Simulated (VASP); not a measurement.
# Se (P3_121) in VASP: notebook

Runs on Se. Level: LDA. Tasks: single point, relaxation of cell and atoms.

Everything below comes from runs of VASP 6.6.1. Logs are shortened: lines on timing, memory, paths and dates and some standing lists are left out, and cuts for length are marked.

## Step 1: The cell of the first run

The structure is trigonal, space group P3_121 (No. 152). The conventional cell has a = 3.955 Å, b = 3.955 Å, c = 5.112 Å, α = 90.00°, β = 90.00°, γ = 120.00°. Within 3.2 Å of Se (site symmetry 2) lie 6 Se at 2.44 to 3.10 Å.

## Step 2: Single point, LDA

INCAR

```
SYSTEM = Se
  ALGO = Normal
  EDIFF = 1E-7
  ENCUT = 520
  ISIF = 2
  ISMEAR = 0
  LASPH = .TRUE.
  LCHARG = .TRUE.
  LELF = .TRUE.
  LREAL = .FALSE.
  LVHAR = .TRUE.
  LWAVE = .FALSE.
  NBANDS = 16
  NELM = 60
  PREC = Accurate
  SIGMA = 0.02
```

KPOINTS

```
k-points
0
G
  6 6 4
  0 0 0
```

POSCAR

```
Se
1.0
    3.9554061940      0.0000000000      0.0000000000
   -1.9777030970      3.4254822463      0.0000000000
    0.0000000000      0.0000000000      5.1121467228
Se
3
Direct
    0.2547267144      0.0000000000      0.3333333333
    0.0000000000      0.2547267144      0.6666666667
    0.7452732856      0.7452732856      0.0000000000
```

Potentials or basis: VASP PAW LDA potentials, release 64 (Se).

Command:

```console
> cat potpaw_LDA.64/Se/POTCAR > POTCAR
> mpirun -np 1 vasp_std > vasp.out
```

OUTCAR:

```text
SYSTEM = Se
   EDIFF = 1E-7
   ENCUT = 520
   ISIF = 2
   ISMEAR = 0
   LASPH = .TRUE.
   LREAL = .FALSE.
   NELM = 60
   PREC = Accurate

 ion  position               nearest neighbor table
   1  0.255  0.000  0.333-   3 2.44   2 2.44
   2  0.000  0.255  0.667-   3 2.44   1 2.44
   3  0.745  0.745  0.000-   1 2.44   2 2.44

  LATTYP: Found a hexagonal cell.
 ALAT       =     3.9554061940
 C/A-ratio  =     1.2924454461

  Lattice vectors:

 A1 = (   3.9554061940,   0.0000000000,   0.0000000000)
 A2 = (  -1.9777030970,   3.4254822463,   0.0000000000)
 A3 = (   0.0000000000,   0.0000000000,   5.1121467228)

Analysis of symmetry for initial positions (statically):
=====================================================================
 Subroutine PRICEL returns:
 Original cell was already a primitive cell.

 Routine SETGRP: Setting up the symmetry group for a
 hexagonal supercell.

 Subroutine GETGRP returns: Found  6 space group operations
 (whereof  2 operations were pure point group operations)
 out of a pool of 24 trial point group operations.

The static configuration has the point symmetry C_2 .
 The point group associated with its full space group is D_3 .

Analysis of symmetry for dynamics (positions and initial velocities):
=====================================================================
 Subroutine PRICEL returns:
 Original cell was already a primitive cell.

 Routine SETGRP: Setting up the symmetry group for a
 hexagonal supercell.

 Subroutine GETGRP returns: Found  6 space group operations
 (whereof  2 operations were pure point group operations)
 out of a pool of 24 trial point group operations.

The dynamic configuration has the point symmetry C_2 .
 The point group associated with its full space group is D_3 .

 Subroutine INISYM returns: Found  6 space group operations
 (whereof  2 operations are pure point group operations),
 and found     1 'primitive' translations

----------------------------------------------------------------------------------------

                                     Primitive cell

  volume of cell :      69.2654

  direct lattice vectors                    reciprocal lattice vectors
     3.955406194  0.000000000  0.000000000     0.252818535  0.145964849  0.000000000
    -1.977703097  3.425482246  0.000000000     0.000000000  0.291929699  0.000000000
     0.000000000  0.000000000  5.112146723     0.000000000  0.000000000  0.195612539

  length of vectors
     3.955406194  3.955406194  5.112146723     0.291929699  0.291929699  0.195612539

  position of ions in fractional coordinates (direct lattice)
     0.254726714  0.000000000  0.333333333
     1.000000000  0.254726714  0.666666667
     0.745273286  0.745273286  0.000000000

  ion indices of the primitive-cell ions
   primitive index   ion index
                 1           1
                 2           2
                 3           3

----------------------------------------------------------------------------------------

 KPOINTS: k-points

Automatic generation of k-mesh.
 Grid dimensions read from file:
 generate k-points for:    6    6    4

 Generating k-lattice:

  Cartesian coordinates                     Fractional coordinates (reciprocal lattice)
     0.042136423  0.024327475  0.000000000     0.166666667 -0.000000000  0.000000000
     0.000000000  0.048654950  0.000000000     0.000000000  0.166666667  0.000000000
     0.000000000  0.000000000  0.048903135     0.000000000  0.000000000  0.250000000

  Length of vectors
     0.048654950  0.048654950  0.048903135

  Shift w.r.t. Gamma in fractional coordinates (k-lattice)
     0.000000000  0.000000000  0.000000000

 Subroutine IBZKPT returns following result:
 ===========================================

 Found     24 irreducible k-points:

 Following reciprocal coordinates:
            Coordinates               Weight
  0.000000  0.000000  0.000000      1.000000
  0.166667  0.000000  0.000000      6.000000
  0.333333  0.000000  0.000000      6.000000
  0.500000  0.000000  0.000000      3.000000
  0.166667  0.166667  0.000000      6.000000
  0.333333  0.166667  0.000000     12.000000
[... 16 lines left out ...]
  0.333333  0.166667  0.500000     12.000000
  0.333333  0.333333  0.500000      2.000000
   k-points           NKPTS =     24   k-points in BZ     NKDIM =     24   number of bands    NBANDS=     16
   number of dos      NEDOS =    301   number of ions     NIONS =      3
   total plane-waves  NPLWV =  36000
   dimension x,y,z NGX =    30 NGY =   30 NGZ =   40
   dimension x,y,z NGXF=    60 NGYF=   60 NGZF=   80
   ions per type =               3
   NGX,Y,Z   is equivalent  to a cutoff of  12.61, 12.61, 13.01 a.u.
   NGXF,Y,Z  is equivalent  to a cutoff of  25.22, 25.22, 26.02 a.u.
 SYSTEM =  Se
   PREC   = accura    normal or accurate (medium, high low for compatibility)
   ISTART =      0    job   : 0-new  1-cont  2-samecut
   ICHARG =      2    charge: 1-file 2-atom 10-const
   ISPIN  =      1    spin polarized calculation?
   LNONCOLLINEAR =      F non collinear calculations
   LSORBIT =      F    spin-orbit coupling
   LASPH  =      T    aspherical Exc in radial PAW
   ENCUT  =  520.0 eV  38.22 Ry    6.18 a.u.   7.35  7.35  9.51*2*pi/ulx,y,z
   NELM   =     60;   NELMIN=  2; NELMDL= -5     # of ELM steps
   EDIFF  = 0.1E-06   stopping-criterion for ELM
   LREAL  =      F    real-space projection
   EDIFFG = 0.1E-05   stopping-criterion for IOM
   NSW    =      0    number of steps for IOM
   IBRION =     -1    ionic relax: 0-MD 1-quasi-New 2-CG
   NFREE  =      0    steps in history (QN), initial steepest desc. (CG)
   ISIF   =      2    stress and relaxation
   ISYM   =      2    0-nonsym 1-usesym 2-fastsym
   POTIM  = 0.5000    time-step for ionic-motion
   TEBEG  =    0.0;   TEEND  =   0.0 temperature during run
   PSTRESS=    0.0 pullay stress
   NELECT =      18.0000    total number of electrons
   NUPDOWN=      -1.0000    fix difference up-down
   EMIN   =  10.00;   EMAX   =-10.00  energy-range for DOS
   EFERMI =   0.00;   METHOD = LEGACY
   ISMEAR =     0;   SIGMA  =   0.02  broadening in eV -4-tet -1-fermi 0-gaus
   EFERMI_NEDOS =   21; number of points for ismear=-14 and -15
   IALGO  =     38    algorithm
   IMIX   =      4    mixing-type and parameters
     AMIX     =   0.40;   BMIX     =  1.00
     AMIX_MAG =   1.60;   BMIX_MAG =  1.00
  volume/ion in A,a.u.               =      23.09       155.81
  Fermi-wavevector in a.u.,A,eV,Ry     =   1.044705  1.974206 14.849511  1.091408
  Thomas-Fermi vector in A             =   2.179469
   LORBIT       =      0    0 simple, 1 ext, 2 COOP (PROOUT), +10 PAW based schemes
   GGA     = CA    functional components
   LHFCALC =     F    Hartree Fock is set to
   AEXX    =    0.0000 exact exchange contribution
   IVDW    =     0    specifies the selected vdW correction
   LEPSILON=     F    determine dielectric tensor
   LRPA    =     F    only Hartree local field effects (RPA)
 non-spin polarized calculation
 Gauss-broadening in eV      SIGMA  =   0.02
  energy-cutoff  :      520.00
  volume of cell :       69.27
 maximum number of plane-waves:      1892
 NGX is ok and might be reduce to    30
   NGX = 15   NGY = 15   NGZ = 19

 number of electron      18.0000001 magnetization

 Free energy of the ion-electron system (eV)
  ---------------------------------------------------
  ext. energy  EPLUGINS =         0.00000000
  ---------------------------------------------------
  free energy    TOTEN  =       -12.47302464 eV

  energy without entropy =      -12.47302464  energy(sigma->0) =      -12.47302464

 E-fermi :   4.5454     XC(G=0):  -9.9965

 val. band max:        4.4228636306   @ k =   0.3333   0.3333   0.5000
 cond. band min:       4.7208561870   @ k =   0.3333   0.3333   0.5000
 fundamental gap:      0.2979925564
 Fermi energy:         4.5454045520

 k-point     1 :       0.0000    0.0000    0.0000
  band No.  band energies     occupation
      1     -11.9442      2.00000
      2      -7.7353      2.00000
      3      -7.7353      2.00000
      4       0.6356      2.00000
      5       0.9706      2.00000
      6       0.9706      2.00000
[... 8 lines left out ...]
     15      11.4059      0.00000
     16      12.6103      0.00000

 k-point     2 :       0.1667    0.0000    0.0000
  band No.  band energies     occupation
      1     -11.7330      2.00000
      2      -7.8196      2.00000
      3      -7.6749      2.00000
      4      -0.5344      2.00000
      5       0.2290      2.00000
      6       0.7076      2.00000
[... 8 lines left out ...]
     15      12.1745      0.00000
     16      12.6971      0.00000

 k-point     3 :       0.3333    0.0000    0.0000
  band No.  band energies     occupation
      1     -11.1954      2.00000
      2      -8.1912      2.00000
      3      -7.5420      2.00000
      4      -1.3822      2.00000
      5      -0.5574      2.00000
      6       0.2203      2.00000
[... 8 lines left out ...]
     15      13.3939      0.00000
     16      14.2432      0.00000

 k-point     4 :       0.5000    0.0000    0.0000
  band No.  band energies     occupation
      1     -10.8097      2.00000
      2      -8.5454      2.00000
      3      -7.4694      2.00000
      4      -1.4281      2.00000
      5      -0.8499      2.00000
      6       0.3047      2.00000
[... 8 lines left out ...]
     15      15.0250      0.00000
     16      15.5423      0.00000

 k-point     5 :       0.1667    0.1667    0.0000
  band No.  band energies     occupation
      1     -11.3532      2.00000
      2      -7.9867      2.00000
      3      -7.6580      2.00000
      4      -1.1148      2.00000
      5      -0.7728      2.00000
      6       0.7924      2.00000
[... 8 lines left out ...]
     15      12.8413      0.00000
     16      13.8244      0.00000

 k-point     6 :       0.3333    0.1667    0.0000
  band No.  band energies     occupation
      1     -10.8346      2.00000
      2      -8.3361      2.00000
      3      -7.6842      2.00000
      4      -1.3086      2.00000
      5      -0.9863      2.00000
      6       0.4198      2.00000
[... 8 lines left out ...]
     15      14.0265      0.00000
     16      14.6193      0.00000

 k-point     7 :       0.3333    0.3333    0.0000
  band No.  band energies     occupation
      1     -10.6251      2.00000
      2      -8.1165      2.00000
      3      -8.1165      2.00000
      4      -1.0710      2.00000
      5      -1.0710      2.00000
      6       0.8591      2.00000
[... 8 lines left out ...]
     15      11.8369      0.00000
     16      15.0533      0.00000

 k-point     8 :       0.0000    0.0000    0.2500
  band No.  band energies     occupation
      1     -11.6549      2.00000
      2      -9.4510      2.00000
      3      -5.9872      2.00000
      4       0.1612      2.00000
      5       0.8201      2.00000
      6       1.3862      2.00000
[... 8 lines left out ...]
     15      11.7931      0.00000
     16      12.1981      0.00000

 k-point     9 :       0.1667    0.0000    0.2500
  band No.  band energies     occupation
      1     -11.4532      2.00000
      2      -9.3234      2.00000
      3      -6.2732      2.00000
      4      -0.3806      2.00000
      5       0.3628      2.00000
      6       1.0647      2.00000
[... 8 lines left out ...]
     15      11.5251      0.00000
     16      12.4429      0.00000
[... 172 lines left out ...]
 k-point    19 :       0.1667    0.0000    0.5000
  band No.  band energies     occupation
      1     -10.6484      2.00000
      2     -10.6045      2.00000
      3      -5.5452      2.00000
      4      -0.6506      2.00000
      5       0.6443      2.00000
      6       0.8900      2.00000
[... 8 lines left out ...]
     15      11.9244      0.00000
     16      12.7838      0.00000

 k-point    20 :       0.3333    0.0000    0.5000
  band No.  band energies     occupation
      1     -10.2986      2.00000
      2     -10.0951      2.00000
      3      -6.5138      2.00000
      4      -1.7453      2.00000
      5      -0.0157      2.00000
      6       0.2988      2.00000
[... 8 lines left out ...]
     15      12.8667      0.00000
     16      13.6716      0.00000

 k-point    21 :       0.5000    0.0000    0.5000
  band No.  band energies     occupation
      1     -10.0979      2.00000
      2      -9.7290      2.00000
      3      -7.0882      2.00000
      4      -2.3865      2.00000
      5      -0.0983      2.00000
      6      -0.0048      2.00000
[... 8 lines left out ...]
     15      14.4107      0.00000
     16      14.8811      0.00000

 k-point    22 :       0.1667    0.1667    0.5000
  band No.  band energies     occupation
      1     -10.3744      2.00000
      2     -10.2641      2.00000
      3      -6.2352      2.00000
      4      -1.2391      2.00000
      5      -0.1924      2.00000
      6      -0.0005      2.00000
[... 8 lines left out ...]
     15      12.5804      0.00000
     16      12.9128      0.00000

 k-point    23 :       0.3333    0.1667    0.5000
  band No.  band energies     occupation
      1     -10.0457      2.00000
      2      -9.8164      2.00000
      3      -6.9907      2.00000
      4      -2.0581      2.00000
      5      -0.8755      2.00000
      6      -0.6829      2.00000
[... 8 lines left out ...]
     15      13.0360      0.00000
     16      13.8856      0.00000

 k-point    24 :       0.3333    0.3333    0.5000
  band No.  band energies     occupation
      1      -9.7882      2.00000
      2      -9.7882      2.00000
      3      -7.1919      2.00000
      4      -1.8502      2.00000
      5      -1.5036      2.00000
      6      -1.5036      2.00000
[... 8 lines left out ...]
     15      12.7133      0.00000
     16      13.2602      0.00000

------------------------ aborting loop because EDIFF is reached ----------------------------------------

  FORCE on cell =-STRESS in cart. coord.  units (eV):
  Direction    XX          YY          ZZ          XY          YZ          ZX
  --------------------------------------------------------------------------------------
  -------------------------------------------------------------------------------------
  Total        0.0796300      0.0796300      0.1487991      0.0000000     -0.0000000      0.0000000
  in kB        1.8419218      1.8419218      3.4418717      0.0000000     -0.0000000      0.0000000
  external PRESSURE =       2.3752384 kB  Pullay stress =       0.0000000 kB

 VOLUME and BASIS-vectors are now :
 -----------------------------------------------------------------------------
  energy-cutoff  :      520.00
  volume of cell :       69.27
      direct lattice vectors                 reciprocal lattice vectors
     3.955406194  0.000000000  0.000000000     0.252818535  0.145964849  0.000000000
    -1.977703097  3.425482246  0.000000000     0.000000000  0.291929699  0.000000000
     0.000000000  0.000000000  5.112146723     0.000000000  0.000000000  0.195612539

 POSITION                                       TOTAL-FORCE (eV/Angst)
 -----------------------------------------------------------------------------------
      1.00755      0.00000      1.70405         0.037428     -0.000000     -0.000000
     -0.50377      0.87256      3.40810        -0.018714      0.032414      0.000000
      1.47393      2.55292      0.00000        -0.018714     -0.032414      0.000000
 -----------------------------------------------------------------------------------
    total drift:                               -0.000000     -0.000000      0.000000

  FREE ENERGIE OF THE ION-ELECTRON SYSTEM (eV)
  ---------------------------------------------------
  free  energy   TOTEN  =       -12.4730246361 eV

  energy  without entropy=      -12.4730246361  energy(sigma->0) =      -12.47302464
```

Run time: 33 s. Hardware: 1 thread of Intel Xeon 8259CL, shared host; peak memory 0.16 GiB.

What came out:

```
Free energy            : -12.4730 eV
Pressure               : 0.2 GPa
Largest force          : 0.037 eV/Å
Band gap on the k mesh : 0.30 eV, direct
```

Forces in eV/Å, atoms in the order of the input:
```
Se   0.037  0.000  0.000
Se  -0.019  0.032  0.000
Se  -0.019 -0.032  0.000
```

Levels at points of the mesh, in eV from the valence-band top:
```
           k point  band 5  band 6  band 7  band 8  band 9  band 10  band 11  band 12  band 13  band 14
(0.00, 0.00, 0.00)   -3.45   -3.45   -1.99   -1.99   -0.70     1.32     1.32     1.98     6.17     6.17
(0.50, 0.00, 0.00)   -5.27   -4.12   -3.99   -1.48   -1.02     1.24     1.43     3.93     4.35     8.71
(0.00, 0.00, 0.50)   -3.20   -3.20   -1.52   -1.36   -1.36     0.73     0.73     0.74     5.27     6.78
(0.50, 0.00, 0.50)   -4.52   -4.43   -2.75   -2.26   -0.18     1.12     2.38     2.99     5.74     6.98
```

(Part 1 of 2 ends here.)
